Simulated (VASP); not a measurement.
## Cr: relaxation of the atoms with PBE

Crystal: Cr.

```
CELL_PARAMETERS angstrom
2.96890 0.00000 0.00000
0.00000 2.96890 0.00000
0.00000 0.00000 2.96890
ATOMIC_POSITIONS crystal
Cr 0.00000 0.00000 0.00000
Cr 0.50000 0.50000 0.55052
```

```yaml
Program: VASP 6.6.1
Task: relaxation of the atoms
Functional: PBE
Potentials_or_basis: VASP PAW PBE potentials, release 64 (Cr_pv)
Cutoff: 520 eV
k_mesh: 5 × 5 × 5
Occupations: methfessel-paxton, width 0.15 eV
Spin: collinear spin, antiferromagnetic start
Starting_moments: "[3.0, -3.0] μB"
Dipole_correction: no
Atoms_held_fixed_from_0: "[0]"
Further_INCAR_settings: ALGO = Normal; EDIFF = 1e-06; IBRION = 2; EDIFFG = -0.01; NSW = 80
```

```yaml
Energy_gained_by_relaxing: 20.7 meV/atom
Ionic_steps: 6
Pressure_after_relaxing: -12.6 GPa
Band_gap_on_the_k_mesh: zero (filled and empty bands overlap)
Net_moment: 0.00 μB per cell
Site_moments: Cr +1.86, -1.86 μB
Valence_electrons_inside_the_program's_atomic_spheres: Cr 10.82
```

Step by step:
| step | energy change (eV) | largest force on free atoms (eV/Å) | pressure (GPa) |
| --- | --- | --- | --- |
| 1 | 0.0000 | 0.4989 | -9.88 |
| 2 | -0.0111 | 0.4281 | -10.44 |
| 3 | -0.0353 | 0.2230 | -12.32 |
| 4 | -0.0247 | 0.3416 | -11.45 |
| 5 | -0.0413 | 0.0141 | -12.63 |
| 6 | -0.0414 | 0.0008 | -12.65 |

Final structure:
```yaml
crystal:
  lattice:
    - [2.96890, 0.00000, 0.00000]
    - [0.00000, 2.96890, 0.00000]
    - [0.00000, 0.00000, 2.96890]
  atoms:
    - { symbol: Cr, position: [0.00000, 0.00000, 0.00000] }
    - { symbol: Cr, position: [0.50000, 0.50000, 0.50002] }
```

Levels at points of the mesh, in eV from the Fermi level:
Spin up:
```csv
k point,band 10,band 11,band 12,band 13,band 14,band 15
"(0.00, 0.00, 0.00)",-0.66,-0.66,-0.66,1.46,1.46,2.76
```
Spin down:
```csv
k point,band 10,band 11,band 12,band 13,band 14,band 15
"(0.00, 0.00, 0.00)",-0.66,-0.66,-0.66,1.46,1.46,2.76
```

It took 2.9 min on 1 thread of AMD EPYC 7R13, on a shared host, peak memory 0.12 GiB.

Caveat: the k points lie up to 0.42 Å⁻¹ apart.
